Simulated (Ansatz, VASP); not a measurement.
## SiC in VASP and in Ansatz

The input INCAR:

```
SYSTEM = SiC
PREC = Accurate
ENCUT = 520
EDIFF = 1E-6
ISMEAR = 0
SIGMA = 0.05
LREAL = .False.
LASPH = .True.
NELM = 80
ALGO = Normal
ISIF = 2
LWAVE = .False.
LCHARG = .False.
GGA = PS
NBANDS = 11
```

KPOINTS

```
regular mesh
0
Gamma
  12 12 12
  0 0 0
```

The input POSCAR:

```
SiC
1.0
    0.0000000000      2.2510294064      2.2510294064
    2.2510294064      0.0000000000      2.2510294064
    2.1920524360      2.1920524360      0.0589769704
Si C
1 1
Direct
    0.0000000000      0.0000000000      0.0000000000
    0.7500000000      0.7500000000      0.7500000000
```

Input for Ansatz:

```yaml
crystal:
  lattice:
    - [0.0, 2.2510294064, 2.2510294064]
    - [2.2510294064, 0.0, 2.2510294064]
    - [2.192052436, 2.192052436, 0.0589769704]
  atoms:
    - { symbol: Si, position: [0.0, 0.0, 0.0] }
    - { symbol: C, position: [0.75, 0.75, 0.75] }
basis:
  ecutwfc: 520.0
kpoints:
  mp_grid: { grid: [12, 12, 12] }
hamiltonian:
  xc: pbesol
  pseudopotentials: { kind: paw, azcp: { folder: soft_1 } }
scf:
  occupations: { method: gaussian, width: 0.05 }
output:
  forces: true
  stress: true
  eigenvalues: true
```

Alike in both runs: task single point; functional PBEsol; k mesh 12 × 12 × 12; occupations gaussian, width 0.05 eV; no spin polarisation.

|  | VASP | Ansatz |
| --- | --- | --- |
| version | VASP 6.6.1 | Ansatz 0.2.0 |
| potentials or method | VASP PAW PBE potentials, release 64 (Si, C), cutoff 520 eV | scalar-relativistic, plane waves, PAW |
| valence electrons in the cell | 8 | 8 |

```csv
,VASP,Ansatz,Ansatz less VASP
gap on the k mesh at the Fermi level (eV),1.14,1.15,+0.012
least direct gap on the mesh (eV),4.14,4.16,+0.013
pressure (GPa),-10.8,-11.1,-0.32
"traceless stress, the component that is largest in VASP (GPa)",6.45,6.40,-0.050
rms of the force components (eV/Å),0.196,0.193,-0.0032
```

VASP's potentials were made for PBE, not for PBEsol, and Ansatz warns of the same on its side. Atom by atom the forces differ by 0.003 eV/Å (rms over components).
